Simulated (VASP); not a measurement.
Here is a VASP 6.6.1 calculation.

File INCAR:

```
  PREC = Accurate
  ENCUT = 520
  EDIFF = 1E-6
  ISMEAR = -1
  SIGMA = 0.1
  LREAL = F
  LASPH = T
  NELM = 80
  ALGO = Normal
  ISIF = 2
  LWAVE = F
  LCHARG = T
  LELF = T
  LVHAR = T
  NBANDS = 12
```

File KPOINTS:

```
regular mesh
0
Gamma
  5 5 5
```

File POSCAR:

```
Nb
1.0
   -1.6231103068      1.6231103068      1.6231103068
    1.6231103068     -1.6231103068      1.6231103068
    1.6231103068      1.6231103068     -1.6231103068
Nb
1
Direct
    0.0000000000      0.0000000000      0.0000000000
```

Potentials or basis: VASP PAW LDA potentials, release 64 (Nb_sv).

Command:

```bash
$ cat potpaw_LDA.64/Nb_sv/POTCAR > POTCAR
$ mpirun -np 1 vasp_std > vasp.out
```

Problem. What does it give for the pressure?

Solution. -0.7 GPa.

Caveat: the k points lie up to 0.55 Å⁻¹ apart.
